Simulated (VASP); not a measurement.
Ba6Ti6RuO18, 31 atoms in the cell. The cell holds a slab with vacuum, 31 atoms: a = 5.654 Å, b = 6.954 Å, c = 21.964 Å, α = 90.00°, β = 90.00°, γ = 90.00°. 

```yaml
Program: VASP 6.6.1
Task: single point
Functional: LDA
Potentials_or_basis: VASP PAW LDA potentials, release 64 (Ba_sv, Ti_sv, O, Ru_pv)
Cutoff: 520 eV
k_mesh: 2 × 2 × 1
Occupations: fermi-dirac, width 0.05 eV
Spin: no spin polarisation
Dipole_correction: no
Further_INCAR_settings: LREAL = Auto; ALGO = Normal; EDIFF = 1e-06; NBANDS = 148
```

Potentials or basis: VASP PAW LDA potentials, release 64 (Ba_sv, Ti_sv, O, Ru_pv).

The run is started by

```sh
$ cat potpaw_LDA.64/Ba_sv/POTCAR potpaw_LDA.64/Ti_sv/POTCAR potpaw_LDA.64/O/POTCAR potpaw_LDA.64/Ru_pv/POTCAR > POTCAR
$ mpirun -np 1 vasp_std > vasp.out
```

Hardware: 1 thread of Intel(R) Xeon(R) Platinum 8375C CPU @ 2.90GHz (Ice Lake), with other jobs on the host.

Question: Estimate the wall time of this run.

Answer: Wall time 27 min on 1 thread of Intel(R) Xeon(R) Platinum 8375C CPU @ 2.90GHz (Ice Lake), on a shared host, peak memory 0.76 GiB. Counts: scf iterations 36, k points 4.
